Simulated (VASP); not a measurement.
# Sb (P6_3/mmc) in VASP: further runs

Sb is run at these levels: PBEsol, LDA, PBE; tasks: single point, vibrations by perturbation theory, elastic constants.

All numbers are computed with VASP 6.6.1; they aren't measurements. Logs are shortened: lines on timing, memory, paths and dates and some standing lists are left out, and cuts for length are marked.

### Step 1. The cell of the first run

The structure is hexagonal, space group P6_3/mmc (No. 194). Conventional cell: a = 3.355 Å, b = 3.355 Å, c = 5.470 Å, α = 90.00°, β = 90.00°, γ = 120.00°. Sb (site symmetry -6m2) has 12 Sb at 3.35 Å within 4.4 Å.

This isn't the form of Sb at room conditions, which is rhombohedral.

### Step 2. Single point, PBEsol

File POSCAR:

```
Sb
1.0
    3.3545324186      0.0000000000      0.0000000000
   -1.6772662093      2.9051102923      0.0000000000
    0.0000000000      0.0000000000      5.4701606500
Sb
2
Direct
    0.6666666667      0.3333333333      0.7500000000
    0.3333333333      0.6666666667      0.2500000000
```

File INCAR.step1:

```
SYSTEM = Sb
ALGO = Normal ; EDIFF = 1E-7
ENCUT = 520 ; GGA = PS
ISIF = 2 ; ISMEAR = -1
LASPH = .True. ; LCHARG = .True.
LREAL = .False. ; LWAVE = .False.
NBANDS = 12 ; NELM = 60
PREC = Accurate ; SIGMA = 0.05
```

File KPOINTS.step1:

```
k-points
0
Gamma
  9 9 5
  0 0 0
```

File INCAR.step2:

```
SYSTEM = Sb
ALGO = Normal ; EDIFF = 1E-7
ENCUT = 520 ; GGA = PS
ICHARG = 11 ; ISIF = 2
ISMEAR = -5 ; LASPH = .True.
LCHARG = .False. ; LORBIT = 11
LREAL = .False. ; LWAVE = .False.
NEDOS = 1001 ; NELM = 60
PREC = Accurate ; SIGMA = 0.05
```

File KPOINTS.step2:

```
k-points
0
Gamma
  14 14 8
  0 0 0
```

Potentials or basis: VASP PAW PBE potentials, release 64 (Sb).

Launch:

```sh
$ cat potpaw_PBE.64/Sb/POTCAR > POTCAR
$ cp INCAR.step1 INCAR
$ cp KPOINTS.step1 KPOINTS
$ mpirun -np 1 vasp_std > vasp.out
$ cp INCAR.step2 INCAR
$ cp KPOINTS.step2 KPOINTS
$ mpirun -np 1 vasp_std > vasp.out
```

OUTCAR:

```text
SYSTEM = Sb
   EDIFF = 1E-7
   ENCUT = 520
   GGA = PS
   ICHARG = 11
   ISIF = 2
   ISMEAR = -5
   LASPH = .True.
   LORBIT = 11
   LREAL = .False.
   NELM = 60
   PREC = Accurate

 ion  position               nearest neighbor table
   1  0.667  0.333  0.750-   2 3.35   2 3.35   2 3.35   2 3.35   2 3.35   2 3.35
   2  0.333  0.667  0.250-   1 3.35   1 3.35   1 3.35   1 3.35   1 3.35   1 3.35

  LATTYP: Found a hexagonal cell.
 ALAT       =     3.3545324186
 C/A-ratio  =     1.6306775334

  Lattice vectors:

 A1 = (   3.3545324186,   0.0000000000,   0.0000000000)
 A2 = (  -1.6772662093,   2.9051102923,   0.0000000000)
 A3 = (   0.0000000000,   0.0000000000,   5.4701606500)

Analysis of symmetry for initial positions (statically):
=====================================================================
 Subroutine PRICEL returns:
 Original cell was already a primitive cell.

 Routine SETGRP: Setting up the symmetry group for a
 hexagonal supercell.

 Subroutine GETGRP returns: Found 24 space group operations
 (whereof 12 operations were pure point group operations)
 out of a pool of 24 trial point group operations.

The static configuration has the point symmetry D_3d.
 The point group associated with its full space group is D_6h.

Analysis of symmetry for dynamics (positions and initial velocities):
=====================================================================
 Subroutine PRICEL returns:
 Original cell was already a primitive cell.

 Routine SETGRP: Setting up the symmetry group for a
 hexagonal supercell.

 Subroutine GETGRP returns: Found 24 space group operations
 (whereof 12 operations were pure point group operations)
 out of a pool of 24 trial point group operations.

The dynamic configuration has the point symmetry D_3d.
 The point group associated with its full space group is D_6h.

 Subroutine INISYM returns: Found 24 space group operations
 (whereof 12 operations are pure point group operations),
 and found     1 'primitive' translations

----------------------------------------------------------------------------------------

                                     Primitive cell

  volume of cell :      53.3083

  direct lattice vectors                    reciprocal lattice vectors
     3.354532419  0.000000000  0.000000000     0.298104139  0.172110505  0.000000000
    -1.677266209  2.905110292  0.000000000     0.000000000  0.344221010  0.000000000
[... 100 lines left out ...]
   EMIN   =  10.00;   EMAX   =-10.00  energy-range for DOS
   EFERMI =   0.00;   METHOD = LEGACY
   ISMEAR =    -5;   SIGMA  =   0.05  broadening in eV -4-tet -1-fermi 0-gaus
   EFERMI_NEDOS =   21; number of points for ismear=-14 and -15
   IALGO  =     38    algorithm
   IMIX   =      4    mixing-type and parameters
     AMIX     =   0.40;   BMIX     =  1.00
     AMIX_MAG =   1.60;   BMIX_MAG =  1.00
  volume/ion in A,a.u.               =      26.65       179.87
  Fermi-wavevector in a.u.,A,eV,Ry     =   0.937152  1.770960 11.949364  0.878253
  Thomas-Fermi vector in A             =   2.064234
   LORBIT       =     11    0 simple, 1 ext, 2 COOP (PROOUT), +10 PAW based schemes
   GGA     = PS    functional components
   LHFCALC =     F    Hartree Fock is set to
   AEXX    =    0.0000 exact exchange contribution
   IVDW    =     0    specifies the selected vdW correction
   LEPSILON=     F    determine dielectric tensor
   LRPA    =     F    only Hartree local field effects (RPA)
 non-spin polarized calculation
 Fermi weights with tetrahedron method with Bloechl corrections
  energy-cutoff  :      520.00
  volume of cell :       53.31
 maximum number of plane-waves:      1460
 NGX is ok and might be reduce to    28

 number of electron      10.0000000 magnetization

 Free energy of the ion-electron system (eV)
  ---------------------------------------------------
  ext. energy  EPLUGINS =         0.00000000
  ---------------------------------------------------
  free energy    TOTEN  =        -8.66900554 eV

  energy without entropy =       -8.66900554  energy(sigma->0) =       -8.66900554

 E-fermi :   8.5486     XC(G=0): -10.3774

 val. band max:        8.7000139749   @ k =   0.4286   0.1429   0.2500
 cond. band min:       8.4992306088   @ k =   0.3571   0.2143   0.1250
 fundamental gap:     -0.2007833661
 Fermi energy:         8.5486215689

 k-point     1 :       0.0000    0.0000    0.0000
  band No.  band energies     occupation
      1      -4.5097      2.00000
      2      -0.6794      2.00000
      3       2.6144      2.00000
      4      12.1117      0.00000
      5      12.1117      0.00000
      6      13.7569      0.00000
      7      13.7569      0.00000
      8      14.0012      0.00000
      9      16.2370      0.00000
[... 265 lines left out ...]
 k-point    24 :       0.3571    0.2857    0.0000
  band No.  band energies     occupation
      1       0.0290      2.00000
      2       0.5541      2.00000
      3       4.0825      2.00000
      4       6.0898      2.00000
      5       6.3585      2.00000
      6       7.3278      2.00000
      7       7.7847      2.00000
      8       8.0827      1.54419
      9      12.1526      0.00000

 [... further k-points ...]

------------------------ aborting loop because EDIFF is reached ----------------------------------------

  FORCE on cell =-STRESS in cart. coord.  units (eV):
  Direction    XX          YY          ZZ          XY          YZ          ZX
  --------------------------------------------------------------------------------------
  -------------------------------------------------------------------------------------
  Total       -0.2928550     -0.2928550     -0.4198532      0.0000000      0.0000000     -0.0000000
  in kB       -8.8017405     -8.8017405    -12.6186631      0.0000000      0.0000000     -0.0000000
  external PRESSURE =     -10.0740481 kB  Pullay stress =       0.0000000 kB

 VOLUME and BASIS-vectors are now :
 -----------------------------------------------------------------------------
  energy-cutoff  :      520.00
  volume of cell :       53.31
      direct lattice vectors                 reciprocal lattice vectors
     3.354532419  0.000000000  0.000000000     0.298104139  0.172110505  0.000000000
    -1.677266209  2.905110292  0.000000000     0.000000000  0.344221010  0.000000000
     0.000000000  0.000000000  5.470160650     0.000000000  0.000000000  0.182809987

 POSITION                                       TOTAL-FORCE (eV/Angst)
 -----------------------------------------------------------------------------------
      1.67727      0.96837      4.10262        -0.000000      0.000000      0.000000
     -0.00000      1.93674      1.36754         0.000000     -0.000000      0.000000
 -----------------------------------------------------------------------------------
    total drift:                                0.000000     -0.000000      0.000000

  FREE ENERGIE OF THE ION-ELECTRON SYSTEM (eV)
  ---------------------------------------------------
  free  energy   TOTEN  =        -8.6690055399 eV

  energy  without entropy=       -8.6690055399  energy(sigma->0) =       -8.66900554

 total charge

# of ion       s       p       d       tot
------------------------------------------
    1        1.257   1.039   0.039   2.336
    2        1.257   1.039   0.039   2.336
--------------------------------------------------
tot          2.515   2.078   0.079   4.672
```

Wall time 64 s (1 thread of Intel Xeon Platinum 8259CL at 2.50GHz (Skylake/Cascade Lake), shared host); peak memory 0.2 GiB.

Results:

| Property | Result |
| --- | --- |
| Valence electrons inside the program's atomic spheres | Sb 2.34 |

Caveat: the PAW data sets were made with another functional, which shifts forces and pressure a little; spin-orbit coupling is left out, which moves the levels of the heavy elements; tetrahedron occupations give inexact forces and stress in metals.

### Step 3. Vibrations by perturbation theory, LDA

File INCAR:

```
PREC = Accurate
ENCUT = 520
EDIFF = 1E-8
ISMEAR = -1
SIGMA = 0.05
LREAL = F
LASPH = T
NELM = 80
ALGO = Normal
ISIF = 2
LWAVE = F
LCHARG = F
IBRION = 8
NSW = 1
```

File KPOINTS:

```
regular mesh
0
Gamma
  7 7 4
```

POSCAR is that of step 2.

Potentials or basis: VASP PAW LDA potentials, release 64 (Sb).

Launch:

```sh
$ cat potpaw_LDA.64/Sb/POTCAR > POTCAR
$ mpirun -np 1 vasp_std > vasp.out
```

OUTCAR:

```text
PREC = Accurate
   ENCUT = 520
   EDIFF = 1E-8
   ISMEAR = -1
   LREAL = F
   LASPH = T
   NELM = 80
   ISIF = 2
   IBRION = 8
   NSW = 1

 ion  position               nearest neighbor table
   1  0.667  0.333  0.750-   2 3.35   2 3.35   2 3.35   2 3.35   2 3.35   2 3.35
   2  0.333  0.667  0.250-   1 3.35   1 3.35   1 3.35   1 3.35   1 3.35   1 3.35

  LATTYP: Found a hexagonal cell.
 ALAT       =     3.3545324186
 C/A-ratio  =     1.6306775334

  Lattice vectors:

 A1 = (   3.3545324186,   0.0000000000,   0.0000000000)
 A2 = (  -1.6772662093,   2.9051102923,   0.0000000000)
 A3 = (   0.0000000000,   0.0000000000,   5.4701606500)

Analysis of symmetry for initial positions (statically):
=====================================================================
 Subroutine PRICEL returns:
 Original cell was already a primitive cell.

 Routine SETGRP: Setting up the symmetry group for a
 hexagonal supercell.

 Subroutine GETGRP returns: Found 24 space group operations
 (whereof 12 operations were pure point group operations)
 out of a pool of 24 trial point group operations.

The static configuration has the point symmetry D_3d.
 The point group associated with its full space group is D_6h.

Analysis of symmetry for dynamics (positions and initial velocities):
=====================================================================
 Subroutine PRICEL returns:
 Original cell was already a primitive cell.

 Routine SETGRP: Setting up the symmetry group for a
 hexagonal supercell.
[... 472 lines left out ...]
     -0.00000      1.93674      1.36754         0.000000      0.000000      0.000000
 -----------------------------------------------------------------------------------
    total drift:                                0.000000     -0.000000      0.000000

  FREE ENERGIE OF THE ION-ELECTRON SYSTEM (eV)
  ---------------------------------------------------
  free  energy   TOTEN  =        -9.1357250981 eV

  energy  without entropy=       -9.1226730608  energy(sigma->0) =       -9.12919908

[... ionic steps 2 to 3 ...]

--------------------------------------- Ionic step        4  -------------------------------------------

------------------------ aborting loop because EDIFF is reached ----------------------------------------

[... ionic steps 5 to 5 ...]

--------------------------------------- Ionic step        6  -------------------------------------------

 Free energy of the ion-electron system (eV)
  ---------------------------------------------------
  ---------------------------------------------------
  free energy    TOTEN  =        -0.03693062 eV

  energy without entropy =       -0.03693062

------------------------ aborting loop because EDIFF is reached ----------------------------------------

 INTERNAL STRAIN TENSOR  FOR ION    1  DIRECTION 3   (eV/Angst):
 -----------------------------------------------------------------------------
    -0.00785  0.00000  0.00000
     0.00000 -0.00785  0.00000
    -0.00000 -0.00000  0.01533

 INTERNAL STRAIN TENSOR FOR ION    2 for displacements in x,y,z  (eV/Angst):
          X           Y           Z          XY          YZ          ZX
  --------------------------------------------------------------------------------
  x     0.00000     0.00000     0.00000    -0.60406     0.00000     0.00000
  y    -0.60406     0.60406     0.00000     0.00000     0.00000     0.00000
  z    -0.00000    -0.00000     0.00000     0.00000     0.00000     0.00000

 SECOND DERIVATIVES (NOT SYMMETRIZED)
 ------------------------------------
               1X          1Y          1Z          2X          2Y          2Z
  1X     1.455081    0.000000    0.000000   -1.455081    0.000000    0.000000
  1Y     0.000000    1.455081    0.000000    0.000000   -1.455081    0.000000
  1Z     0.000000    0.000000   -1.122725   -0.000000    0.000000    1.122725
  2X    -1.455081    0.000000    0.000000    1.455081    0.000000    0.000000
  2Y     0.000000   -1.455081    0.000000    0.000000    1.455081    0.000000
  2Z    -0.000000    0.000000    1.122725    0.000000    0.000000   -1.122725

 Eigenvectors and eigenvalues of the dynamical matrix
 ----------------------------------------------------

   1 f  =    2.123088 THz    13.339753 2PiTHz   70.818582 cm-1     8.780381 meV
             X         Y         Z           dx          dy          dz
      1.677266  0.968370  4.102620     0.000000    0.000000   -0.707107
     -0.000000  1.936740  1.367540    -0.000000    0.000000    0.707107
[... 21 lines left out ...]
   6 f/i=    2.416990 THz    15.186394 2PiTHz   80.622095 cm-1     9.995861 meV
             X         Y         Z           dx          dy          dz
      1.677266  0.968370  4.102620     0.707107   -0.000000    0.000000
     -0.000000  1.936740  1.367540    -0.707107   -0.000000    0.000000

--------------------------------------------------------------------------------------------------------

 ELASTIC MODULI CONTR FROM IONIC RELAXATION (kBar)
 Direction    XX          YY          ZZ          XY          YZ          ZX
 --------------------------------------------------------------------------------
 XX          -0.0000     -0.0000      0.0000      0.0000      0.0000      0.0000
 YY          -0.0000     -0.0000      0.0000      0.0000      0.0000      0.0000
 ZZ           0.0000      0.0000      0.0000      0.0000      0.0000      0.0000
 XY           0.0000      0.0000      0.0000     -0.0000     -0.0000      0.0000
 YZ           0.0000      0.0000      0.0000     -0.0000     -0.0000      0.0000
 ZX           0.0000      0.0000      0.0000      0.0000      0.0000      0.0000
 --------------------------------------------------------------------------------
```

OSZICAR:

```text
N       E                     dE             d eps       ncg     rms          rms(c)
DAV:   1     0.378820623984E+02    0.37882E+02   -0.36350E+03   432   0.885E+02
DAV:   2    -0.761432599639E+01   -0.45496E+02   -0.44546E+02   653   0.129E+02
DAV:   3    -0.913818166602E+01   -0.15239E+01   -0.14915E+01   531   0.295E+01
[... 32 lines left out ...]
RMM:   5    -0.369419829614E-01    0.42101E-04   -0.10225E-04   821   0.387E-03    0.562E-04
RMM:   6    -0.369322603159E-01    0.97226E-05   -0.14224E-05   824   0.675E-04    0.302E-04
RMM:   7    -0.369308193190E-01    0.14410E-05   -0.84623E-07   726   0.237E-04    0.360E-05
RMM:   8    -0.369307262296E-01    0.93089E-07   -0.72584E-07   840   0.553E-05    0.156E-05
RMM:   9    -0.369306130595E-01    0.11317E-06   -0.10587E-07   820   0.229E-05    0.230E-06
RMM:  10    -0.369306179690E-01   -0.49095E-08    0.49803E-08   786   0.761E-06    0.113E-06
 Linear response finished
```

stdout:

```text
POSCAR found type information on POSCAR Sb
 POSCAR found :  1 types and       2 ions
 scaLAPACK will be used
 LDA part: xc-table for (Slater(with rela. corr.)+CA(PZ))
 , standard interpolation
 POSCAR, INCAR and KPOINTS ok, starting setup
 FFT: planning ... GRIDC
 FFT: planning ... GRID_SOFT
 FFT: planning ... GRID
 WAVECAR not read
 entering main loop
 Linear response reoptimize wavefunctions to high precision
 Linear response DOF=           2
 Linear response progress:
 first order change of Fermi-energy  -0.91221E-05
 force on displaced ion       1 direction 1 :   1.455  -0.000   0.000
 Linear response progress:
 first order change of Fermi-energy   0.30047E-04
 force on displaced ion       1 direction 3 :  -0.000   0.000  -1.123
 Linear response finished
```

Wall time 2 min (1 thread of AMD EPYC 7R13, shared host); peak memory 0.19 GiB.

Results:

| Property | Result |
| --- | --- |
| Highest phonon frequency at Γ | 71 cm⁻¹ |
| Most unstable mode | 81i cm⁻¹ |

Phonon frequencies in cm⁻¹ (negative: imaginary):
| q point | frequencies |
| --- | --- |
| (0.000, 0.000, 0.000) | -81 -81 0 0 0 71 |

Caveat: the cell stands under pressure or tension, which shifts response properties; some modes are imaginary; spin-orbit coupling is left out, which moves the levels of the heavy elements.

[end of part 1 of 2]
